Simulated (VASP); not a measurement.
# Ge (P6_3mc) in VASP: a series of runs

Ge is run at these levels: LDA; tasks: single point.

All numbers are computed with VASP 6.6.1; they aren't measurements. Logs are shortened: lines on timing, memory, paths and dates and some standing lists are left out, and cuts for length are marked.

### 1 The cell of the first run

Symmetry: P6_3mc, No. 186, hexagonal system. The conventional cell has a = 4.050 Å, b = 4.050 Å, c = 10.993 Å, α = 90.00°, β = 90.00°, γ = 120.00°. Within 3.2 Å of Ge (site symmetry 3m) lie 3 Ge at 2.44 Å. Within 3.2 Å of Ge (site symmetry 3m) lie 3 Ge at 2.44 Å.

### 2 Single point, LDA

INCAR reads:

```
PREC = Accurate
ENCUT = 500
EDIFF = 1E-6
ISMEAR = 0
SIGMA = 0.3
LREAL = False
LASPH = True
NELM = 120
ALGO = Normal
ISIF = 2
LWAVE = False
LCHARG = False
GGA = CA
NBANDS = 36
ISYM = 0
GGA_COMPAT = False
```

KPOINTS reads:

```
Automatic mesh
0
Gamma
  7 7 2
  0.5 0.5 0.5
```

POSCAR reads:

```
Ge
1.0
    4.0504050000      0.0000000000      0.0000000000
   -2.0252020000      3.5077530000      0.0000000000
    0.0000000000      0.0000000000     10.9933590000
Ge
4
Direct
    0.0000000000      0.0000000000      0.9774520000
    0.0000000000      0.0000000000      0.4774520000
    0.3333333333      0.6666666667      0.9148480000
    0.6666666667      0.3333333333      0.4148480000
```

Potentials or basis: VASP PAW LDA potentials, release 64 (Ge_d).

The run is started by

```sh
> cat potpaw_LDA.64/Ge_d/POTCAR > POTCAR
> mpirun -np 1 vasp_std > vasp.out
```

OUTCAR:

```text
PREC = Accurate
   ENCUT = 500
   EDIFF = 1E-6
   ISMEAR = 0
   LREAL = False
   LASPH = True
   NELM = 120
   ISIF = 2
   GGA = CA
   ISYM = 0

 ion  position               nearest neighbor table
   1  0.000  0.000  0.977-   3 2.44   3 2.44   3 2.44
   2  0.000  0.000  0.477-   4 2.44   4 2.44   4 2.44
   3  0.333  0.667  0.915-   1 2.44   1 2.44   1 2.44
   4  0.667  0.333  0.415-   2 2.44   2 2.44   2 2.44

IMPORTANT INFORMATION: All symmetrisations will be switched off!
NOSYMM: (Re-)initialisation of all symmetry stuff for point group C_1.

----------------------------------------------------------------------------------------

                                     Primitive cell

  volume of cell :     156.1917

  direct lattice vectors                    reciprocal lattice vectors
     4.050405000  0.000000000  0.000000000     0.246888891  0.142541358  0.000000000
    -2.025202000  3.507753000  0.000000000     0.000000000  0.285082787  0.000000000
     0.000000000  0.000000000 10.993359000     0.000000000  0.000000000  0.090964008

  length of vectors
     4.050405000  4.050404208 10.993359000     0.285082731  0.285082787  0.090964008

  position of ions in fractional coordinates (direct lattice)
     0.000000000  0.000000000  0.977452000
     0.000000000  0.000000000  0.477452000
     0.333333333  0.666666667  0.914848000
     0.666666667  0.333333333  0.414848000

  ion indices of the primitive-cell ions
   primitive index   ion index
                 1           1
                 2           2
                 3           3
                 4           4

----------------------------------------------------------------------------------------

 KPOINTS: Automatic mesh

Automatic generation of k-mesh.
 Grid dimensions read from file:
 generate k-points for:    7    7    2

 Generating k-lattice:

  Cartesian coordinates                     Fractional coordinates (reciprocal lattice)
     0.035269842  0.020363051  0.000000000     0.142857143  0.000000000  0.000000000
     0.000000000  0.040726112  0.000000000     0.000000000  0.142857143  0.000000000
     0.000000000  0.000000000  0.045482004     0.000000000  0.000000000  0.500000000

  Length of vectors
     0.040726104  0.040726112  0.045482004

  Shift w.r.t. Gamma in fractional coordinates (k-lattice)
     0.500000000  0.500000000  0.500000000

 Subroutine IBZKPT returns following result:
 ===========================================

 Found    147 irreducible k-points:

 Following reciprocal coordinates:
            Coordinates               Weight
  0.071429  0.071429  0.250000      2.000000
 -0.071429  0.142857  0.250000      2.000000
 -0.142857  0.071429  0.250000      2.000000
 -0.071429 -0.071429  0.250000      2.000000
  0.071429 -0.142857  0.250000      2.000000
  0.142857 -0.071429  0.250000      2.000000
[... 16 lines left out ...]
  0.071429 -0.428571  0.250000      2.000000
  0.428571 -0.357143  0.250000      2.000000
 [... further k-points ...]
   k-points           NKPTS =    147   k-points in BZ     NKDIM =    147   number of bands    NBANDS=     36
   number of dos      NEDOS =    301   number of ions     NIONS =      4
   total plane-waves  NPLWV =  72000
   dimension x,y,z NGX =    30 NGY =   30 NGZ =   80
   dimension x,y,z NGXF=    60 NGYF=   60 NGZF=  160
   ions per type =               4
   NGX,Y,Z   is equivalent  to a cutoff of  12.31, 12.31, 12.10 a.u.
   NGXF,Y,Z  is equivalent  to a cutoff of  24.63, 24.63, 24.20 a.u.
 SYSTEM =  unknown system
   PREC   = accura    normal or accurate (medium, high low for compatibility)
   ISTART =      0    job   : 0-new  1-cont  2-samecut
   ICHARG =      2    charge: 1-file 2-atom 10-const
   ISPIN  =      1    spin polarized calculation?
   LNONCOLLINEAR =      F non collinear calculations
   LSORBIT =      F    spin-orbit coupling
   LASPH  =      T    aspherical Exc in radial PAW
   ENCUT  =  500.0 eV  36.75 Ry    6.06 a.u.   7.38  7.38 20.04*2*pi/ulx,y,z
   NELM   =    120;   NELMIN=  2; NELMDL= -5     # of ELM steps
   EDIFF  = 0.1E-05   stopping-criterion for ELM
   LREAL  =      F    real-space projection
   EDIFFG = 0.1E-04   stopping-criterion for IOM
   NSW    =      0    number of steps for IOM
   IBRION =     -1    ionic relax: 0-MD 1-quasi-New 2-CG
   NFREE  =      0    steps in history (QN), initial steepest desc. (CG)
   ISIF   =      2    stress and relaxation
   ISYM   =      0    0-nonsym 1-usesym 2-fastsym
   POTIM  = 0.5000    time-step for ionic-motion
   TEBEG  =    0.0;   TEEND  =   0.0 temperature during run
   PSTRESS=    0.0 pullay stress
   NELECT =      56.0000    total number of electrons
   NUPDOWN=      -1.0000    fix difference up-down
   EMIN   =  10.00;   EMAX   =-10.00  energy-range for DOS
   EFERMI =   0.00;   METHOD = LEGACY
   ISMEAR =     0;   SIGMA  =   0.30  broadening in eV -4-tet -1-fermi 0-gaus
   EFERMI_NEDOS =   21; number of points for ismear=-14 and -15
   IALGO  =     38    algorithm
   IMIX   =      4    mixing-type and parameters
     AMIX     =   0.40;   BMIX     =  1.00
     AMIX_MAG =   1.60;   BMIX_MAG =  1.00
  volume/ion in A,a.u.               =      39.05       263.51
  Fermi-wavevector in a.u.,A,eV,Ry     =   1.163014  2.197777 18.403257  1.352601
  Thomas-Fermi vector in A             =   2.299568
   LORBIT       =      0    0 simple, 1 ext, 2 COOP (PROOUT), +10 PAW based schemes
   GGA     = CA    functional components
   LHFCALC =     F    Hartree Fock is set to
   AEXX    =    0.0000 exact exchange contribution
   IVDW    =     0    specifies the selected vdW correction
   LEPSILON=     F    determine dielectric tensor
   LRPA    =     F    only Hartree local field effects (RPA)
 non-spin polarized calculation
 Gauss-broadening in eV      SIGMA  =   0.30
  energy-cutoff  :      500.00
  volume of cell :      156.19
 maximum number of plane-waves:      3994
 NGX is ok and might be reduce to    30
   NGX = 15   NGY = 15   NGZ = 41

 number of electron      55.9999954 magnetization

 Free energy of the ion-electron system (eV)
  ---------------------------------------------------
  ext. energy  EPLUGINS =         0.00000000
  ---------------------------------------------------
  free energy    TOTEN  =       -18.31029143 eV

  energy without entropy =      -18.29394834  energy(sigma->0) =      -18.30211988

 E-fermi :   0.5493     XC(G=0):  -7.5732

 val. band max:        0.3724480389   @ k =   0.2857   0.3571   0.2500
 cond. band min:       0.7503770319   @ k =   0.2857   0.3571   0.2500
 fundamental gap:      0.3779289930
 Fermi energy:         0.5492548197

 k-point     1 :       0.0714    0.0714    0.2500
  band No.  band energies     occupation
      1     -24.0837      2.00000
      2     -24.0835      2.00000
      3     -24.0829      2.00000
      4     -24.0827      2.00000
      5     -24.0401      2.00000
      6     -24.0399      2.00000
[... 28 lines left out ...]
     35       5.0721      0.00000
     36       5.0973      0.00000

 k-point     2 :      -0.0714    0.1429    0.2500
  band No.  band energies     occupation
      1     -24.0837      2.00000
      2     -24.0835      2.00000
      3     -24.0829      2.00000
      4     -24.0827      2.00000
      5     -24.0401      2.00000
      6     -24.0399      2.00000
[... 28 lines left out ...]
     35       5.0721      0.00000
     36       5.0973      0.00000

 k-point     3 :      -0.1429    0.0714    0.2500
  band No.  band energies     occupation
      1     -24.0837      2.00000
      2     -24.0835      2.00000
      3     -24.0829      2.00000
      4     -24.0827      2.00000
      5     -24.0401      2.00000
      6     -24.0399      2.00000
[... 28 lines left out ...]
     35       5.0721      0.00000
     36       5.0973      0.00000

 k-point     4 :      -0.0714   -0.0714    0.2500
  band No.  band energies     occupation
      1     -24.0837      2.00000
      2     -24.0835      2.00000
      3     -24.0829      2.00000
      4     -24.0827      2.00000
      5     -24.0401      2.00000
      6     -24.0399      2.00000
[... 28 lines left out ...]
     35       5.0721      0.00000
     36       5.0973      0.00000

 k-point     5 :       0.0714   -0.1429    0.2500
  band No.  band energies     occupation
      1     -24.0837      2.00000
      2     -24.0835      2.00000
      3     -24.0829      2.00000
      4     -24.0827      2.00000
      5     -24.0401      2.00000
      6     -24.0399      2.00000
[... 655 lines left out ...]
 k-point    22 :      -0.3571   -0.0714    0.2500
  band No.  band energies     occupation
      1     -24.1005      2.00000
      2     -24.1003      2.00000
      3     -24.0910      2.00000
      4     -24.0908      2.00000
      5     -24.0710      2.00000
      6     -24.0708      2.00000
[... 28 lines left out ...]
     35       6.6795      0.00000
     36       7.1641      0.00000

 k-point    23 :       0.0714   -0.4286    0.2500
  band No.  band energies     occupation
      1     -24.1005      2.00000
      2     -24.1003      2.00000
      3     -24.0910      2.00000
      4     -24.0908      2.00000
      5     -24.0710      2.00000
      6     -24.0708      2.00000
[... 28 lines left out ...]
     35       6.6795      0.00000
     36       7.1641      0.00000

 k-point    24 :       0.4286   -0.3571    0.2500
  band No.  band energies     occupation
      1     -24.1005      2.00000
      2     -24.1003      2.00000
      3     -24.0910      2.00000
      4     -24.0908      2.00000
      5     -24.0710      2.00000
      6     -24.0708      2.00000
[... 28 lines left out ...]
     35       6.6795      0.00000
     36       7.1641      0.00000

 [... further k-points ...]

------------------------ aborting loop because EDIFF is reached ----------------------------------------

  FORCE on cell =-STRESS in cart. coord.  units (eV):
  Direction    XX          YY          ZZ          XY          YZ          ZX
  --------------------------------------------------------------------------------------
  -------------------------------------------------------------------------------------
  Total       -3.1466571     -3.1466204     -1.0655961      0.0000100     -0.0000009      0.0000133
  in kB      -32.2776672    -32.2772903    -10.9306335      0.0001026     -0.0000092      0.0001361
  external PRESSURE =     -25.1618637 kB  Pullay stress =       0.0000000 kB

 VOLUME and BASIS-vectors are now :
 -----------------------------------------------------------------------------
  energy-cutoff  :      500.00
  volume of cell :      156.19
      direct lattice vectors                 reciprocal lattice vectors
     4.050405000  0.000000000  0.000000000     0.246888891  0.142541358  0.000000000
    -2.025202000  3.507753000  0.000000000     0.000000000  0.285082787  0.000000000
     0.000000000  0.000000000 10.993359000     0.000000000  0.000000000  0.090964008

 POSITION                                       TOTAL-FORCE (eV/Angst)
 -----------------------------------------------------------------------------------
      0.00000      0.00000     10.74548        -0.000001     -0.000011     -0.269197
      0.00000      0.00000      5.24880        -0.000020     -0.000005     -0.268972
      0.00000      2.33850     10.05725         0.000001      0.000016      0.269095
      2.02520      1.16925      4.56057         0.000021     -0.000000      0.269074
 -----------------------------------------------------------------------------------
    total drift:                               -0.000022     -0.000016     -0.004749

  FREE ENERGIE OF THE ION-ELECTRON SYSTEM (eV)
  ---------------------------------------------------
  free  energy   TOTEN  =       -18.3102914302 eV

  energy  without entropy=      -18.2939483359  energy(sigma->0) =      -18.30211988
```

It took 14 min on 1 thread of Oxide Virtual Turin-like, shared host; peak memory 0.56 GiB.

What came out:

* Free energy: -18.3103 eV
* Pressure: -2.5 GPa
* Largest force: 0.269 eV/Å
* Band gap on the k mesh: 0.38 eV

Forces in eV/Å, atoms in the order of the input:
```
Ge   0.000  0.000 -0.269
Ge   0.000  0.000 -0.269
Ge   0.000  0.000  0.269
Ge   0.000  0.000  0.269
```

Stress tensor (GPa, compression positive):
```
-3.23  0.00  0.00
 0.00 -3.23  0.00
 0.00  0.00 -1.09
```

Caveat: so wide a smearing shifts energies and pressures; a shifted mesh leaves out Γ, where band edges can lie. A k mesh can miss the band edges.

### 3 Single point, LDA

INCAR reads:

```
SYSTEM = Ge
PREC = Accurate
ENCUT = 500
EDIFF = 1E-6
ISMEAR = 0
SIGMA = 0.2
LREAL = .False.
LASPH = .True.
NELM = 120
ALGO = Normal
ISIF = 2
LWAVE = .False.
LCHARG = .False.
ISYM = 0
NBANDS = 36
GGA_COMPAT = .False.
```

KPOINTS is that of step 2.

POSCAR is that of step 2.

Potentials or basis: VASP PAW LDA potentials, release 64 (Ge_d).

The run is started by

```sh
> cat potpaw_LDA.64/Ge_d/POTCAR > POTCAR
> mpirun -np 1 vasp_std > vasp.out
```

It took 18 min on 1 thread of Oxide Virtual Turin-like, shared host; peak memory 0.57 GiB.

Results (log left out):

```
Free energy            : -18.3065 eV
Pressure               : -2.5 GPa
Largest force          : 0.271 eV/Å
Band gap on the k mesh : 0.38 eV
```

Forces in eV/Å, atoms in the order of the input:
```
Ge   0.000  0.000 -0.271
Ge   0.000  0.000 -0.271
Ge   0.000  0.000  0.271
Ge   0.000  0.000  0.271
```

Stress tensor (GPa, compression positive):
```
-3.23  0.00  0.00
 0.00 -3.23  0.00
 0.00  0.00 -1.09
```

Levels at points of the mesh, in eV from the valence-band top:
| k point | band 24 | band 25 | band 26 | band 27 | band 28 | band 29 | band 30 | band 31 | band 32 | band 33 |
| --- | --- | --- | --- | --- | --- | --- | --- | --- | --- | --- |
| (0.07, 0.07, 0.25) | -3.48 | -1.67 | -1.48 | -0.63 | -0.63 | 1.87 | 1.90 | 2.20 | 3.33 | 3.79 |

Caveat: a shifted mesh leaves out Γ, where band edges can lie. A k mesh can miss the band edges.

### 4 Single point, LDA

INCAR reads:

```
  ALGO = Normal
  EDIFF = 1E-6
  ENCUT = 500
  GGA_COMPAT = F
  ISIF = 2
  ISMEAR = 0
  ISYM = 0
  LASPH = T
  LCHARG = F
  LREAL = F
  LWAVE = F
  NBANDS = 36
  NELM = 120
  PREC = Accurate
  SIGMA = 0.1
```

KPOINTS is that of step 3.

POSCAR is that of step 3.

The run is started by

```sh
> cat potpaw_LDA.64/Ge_d/POTCAR > POTCAR
> mpirun -np 1 vasp_std > vasp.out
```

Wall time 15 min (1 thread of Oxide Virtual Turin-like, shared host); peak memory 0.56 GiB.

Results (log left out):

- Free energy: -18.3054 eV
- Pressure: -2.5 GPa
- Largest force: 0.272 eV/Å
- Band gap on the k mesh: 0.38 eV

Forces in eV/Å, atoms in the order of the input:
```
Ge   0.000  0.000 -0.272
Ge   0.000  0.000 -0.272
Ge   0.000  0.000  0.272
Ge   0.000  0.000  0.272
```

Stress tensor (GPa, compression positive):
```
-3.23  0.00  0.00
 0.00 -3.23  0.00
 0.00  0.00 -1.09
```

Levels at points of the mesh, in eV from the valence-band top:
```
           k point  band 26  band 27  band 28  band 29  band 30  band 31
(0.07, 0.07, 0.25)    -1.48    -0.63    -0.63     1.87     1.90     2.20
```

Caveat: a shifted mesh leaves out Γ, where band edges can lie.

### 5 The runs side by side

| smearing | gap on the mesh (eV) | pressure (GPa) | largest force (eV/Å) |
| --- | --- | --- | --- |
| gaussian 0.3 eV | 0.38 | -2.5 | 0.27 |
| gaussian 0.2 eV | 0.38 | -2.5 | 0.27 |
| gaussian 0.1 eV | 0.38 | -2.5 | 0.27 |

Alike in all rows: task single point; level LDA; potentials or basis VASP PAW LDA potentials, release 64 (Ge_d); no spin polarisation; cell as given; k mesh 7 × 7 × 2, shifted; cutoff (eV) 500.

Caveats: a shifted mesh leaves out Γ, where band edges can lie; so wide a smearing shifts energies and pressures (at least some runs).

Total energies depend on the potentials used, so only differences within one code and one set of settings carry meaning.
